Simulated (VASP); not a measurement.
Here is a VASP 6.6.1 calculation.

The input INCAR:

```
ALGO = Normal
EDIFF = 1E-7
ENCUT = 520
GGA = PE
ISIF = 2
ISMEAR = 0
IVDW = 12
LASPH = True
LCHARG = False
LREAL = False
LWAVE = False
NBANDS = 10
NELM = 60
PREC = Accurate
SIGMA = 0.15
```

KPOINTS

```
k-points
0
Gamma
  22 22 22
```

POSCAR

```
Br
1.0
   -1.3174848090      1.3647425522      3.3755530901
    1.3647425522     -1.3174848090      3.3755530901
    1.3363927561      1.3363927561     -3.3566451430
Br
1
Direct
    0.0000000000      0.0000000000      0.0000000000
```

Potentials or basis: VASP PAW PBE potentials, release 64 (Br).

The run is started by

```bash
$ cat potpaw_PBE.64/Br/POTCAR > POTCAR
$ mpirun -np 1 vasp_std > vasp.out
```

Predict the pressure.

8.3 GPa.

Predict the dispersion energy per atom.

-0.297 eV.

What does it give for the band gap on the k mesh?

Zero (an odd number of electrons rules out a gap without spin polarisation).

Stress tensor (GPa, compression positive):
```
11.82  0.09 -0.04
 0.09 11.82 -0.04
-0.04 -0.04  1.29
```

Caveat: the stress differs along the axes, from 1 to 12 GPa; an odd number of electrons without spin polarisation forces a metal; a magnetic or distorted state may lie lower.
